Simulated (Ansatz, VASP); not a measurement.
**TaRu in VASP and in Ansatz**

File INCAR:

```
SYSTEM = TaRu
  ALGO = Normal
  EDIFF = 1E-8
  ENCUT = 400
  GGA = CA
  GGA_COMPAT = .False.
  ISIF = 2
  ISMEAR = -1
  LASPH = .True.
  LCHARG = .False.
  LEFG = .True.
  LREAL = .False.
  LWAVE = .False.
  NBANDS = 20
  NELM = 120
  PREC = Accurate
  SIGMA = 0.03
```

Contents of KPOINTS:

```
k-points
0
Gamma
  13 13 13
  0 0 0
```

The input POSCAR:

```
TaRu
1.0
    3.2188700000      0.0000000000      0.0000000000
    0.0000000000      3.2188700000      0.0000000000
    0.0000000000      0.0000000000      3.1870000000
Ta Ru
1 1
Direct
    0.5000000000      0.5000000000      0.5000000000
    0.0000000000      0.0000000000      0.0000000000
```

Input for Ansatz:

```yaml
crystal:
  lattice:
    - [3.21887, 0.0, 0.0]
    - [0.0, 3.21887, 0.0]
    - [0.0, 0.0, 3.187]
  atoms:
    - { symbol: Ta, position: [0.5, 0.5, 0.5] }
    - { symbol: Ru, position: [0.0, 0.0, 0.0] }
kpoints:
  mp_grid: { grid: [13, 13, 13] }
scf:
  occupations: { method: fermi_dirac, width: 0.03 }
hamiltonian:
  xc: lda
  pseudopotentials: { kind: paw }
output:
  forces: true
  stress: true
  eigenvalues: true
  efg: { contact_densities: true }
  write_density: true
  write_potential: true
  elf: true
  volumetric_format: npy
```

Change from the starting cell: equal xx and yy strain of +1 %, PAW files.

Alike in both runs: task electric field gradients; functional LDA; k mesh 13 × 13 × 13; occupations fermi-dirac, width 0.03 eV; no spin polarisation.

```csv
,VASP,Ansatz
version,VASP 6.6.1,Ansatz 0.2.0
potentials or method,"VASP PAW LDA potentials, release 64 (Ta_pv, Ru_pv)","PAW with Ansatz's default frozen-core files, scalar-relativistic"
plane-wave cutoff (eV),400,420
valence electrons in the cell,25,29
```

VASP gave:

```
pressure (GPa)                                                : -20.0
traceless stress, the component that is largest in VASP (GPa) : -1.43
size of Vzz on the site where it differs most (V/Å²)          : 1.9
```

Problem. Estimate Ansatz's values.

Solution. Pressure (GPa): -20.3; traceless stress, the component that is largest in VASP (GPa): -1.47; size of Vzz on the site where it differs most (V/Å²): 0.7.

LDA's correlation is that of Perdew and Zunger in VASP and of Perdew and Wang (1992) in Ansatz. VASP's potentials hold 25 valence electrons a cell and Ansatz's 29, so a difference there can come from the potentials and not from the codes.

Neither program's run includes spin-orbit coupling.
